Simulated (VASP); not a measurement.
Runs of VASP 6.6.1 on TaN. The structure is that of space group P6_3mc (No. 186), or close to it. The cells are those of the table. 

```csv
cell,gap on the mesh (eV),pressure (GPa),largest force (eV/Å)
"a = 3.050, b = 3.050, c = 4.866 Å, angles 90.0, 90.0, 120.0°, 4 atoms",none,(c),1.57
"a = 3.050, b = 3.050, c = 4.891 Å, angles 90.0, 90.0, 120.0°, 4 atoms",none,136.2,1.84
"a = 3.050, b = 3.050, c = 5.014 Å, angles 90.0, 90.0, 120.0°, 4 atoms",none,(b),3.03
"a = 3.050, b = 3.050, c = 4.989 Å, angles 90.0, 90.0, 120.0°, 4 atoms",none,123.0,2.82
"a = 3.050, b = 3.050, c = 4.965 Å, angles 90.0, 90.0, 120.0°, 4 atoms",none,126.1,2.59
"a = 3.050, b = 3.050, c = 4.841 Å, angles 90.0, 90.0, 120.0°, 4 atoms",none,(a),1.28
"a = 3.050, b = 3.050, c = 5.026 Å, angles 90.0, 90.0, 120.0°, 4 atoms",none,118.4,3.14
"a = 3.050, b = 3.050, c = 4.915 Å, angles 90.0, 90.0, 120.0°, 4 atoms",none,132.7,2.11
```

Alike in all rows: task single point; level PBEsol; potentials or basis VASP PAW PBE potentials, release 64 (Ta_pv, N); no spin polarisation; k mesh 18 × 18 × 10; cutoff (eV) 520; smearing gaussian 0.15 eV.

**Question.** Fill in the values left out.

**Answer.** (a) 143.4; (b) 119.9; (c) 139.7.

Caveats: the PAW data sets were made with another functional, which shifts forces and pressure a little; spin-orbit coupling is left out, which moves the levels of the heavy elements; the stress differs along the axes, from 127 to 146 GPa (at least some runs); the stress differs along the axes, from 122 to 143 GPa (at least some runs); the stress differs along the axes, from 99 to 131 GPa (at least some runs); the stress differs along the axes, from 103 to 133 GPa (at least some runs); the stress differs along the axes, from 107 to 136 GPa (at least some runs).

A k mesh can miss the band edges, and the runs leave out spin-orbit coupling on Ta.

A gap of «none» marks levels without a gap at the run's occupations.
